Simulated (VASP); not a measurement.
Ca, 1 atom in the cell. It takes space group Fm-3m (No. 225, cubic). Conventional cell: a = 5.343 Å, b = 5.343 Å, c = 5.343 Å, α = 90.00°, β = 90.00°, γ = 90.00°. Within 5.0 Å of Ca (site symmetry m-3m) lie 12 Ca at 3.78 Å. 

```yaml
Program: VASP 6.6.1
Task: single point
Functional: LDA
Potentials_or_basis: VASP PAW LDA potentials, release 64 (Ca_sv)
Cutoff: 520 eV
k_mesh: 10 × 10 × 10
Occupations: methfessel-paxton, width 1 eV
Spin: no spin polarisation
Dipole_correction: no
Further_INCAR_settings: ALGO = Normal; EDIFF = 1e-06; NBANDS = 11
```

Potentials or basis: VASP PAW LDA potentials, release 64 (Ca_sv).

Command:

```sh
$ cat potpaw_LDA.64/Ca_sv/POTCAR > POTCAR
$ mpirun -np 1 vasp_std > vasp.out
```

Hardware: 1 thread of Intel(R) Xeon(R) Platinum 8259CL CPU @ 2.50GHz (Skylake/Cascade Lake), with other jobs on the host.

How long does it take, and how much memory?

Wall time 11 s on 1 thread of Intel(R) Xeon(R) Platinum 8259CL CPU @ 2.50GHz (Skylake/Cascade Lake) (shared host), peak memory 0.14 GiB. Counts: scf iterations 10, k points 47.
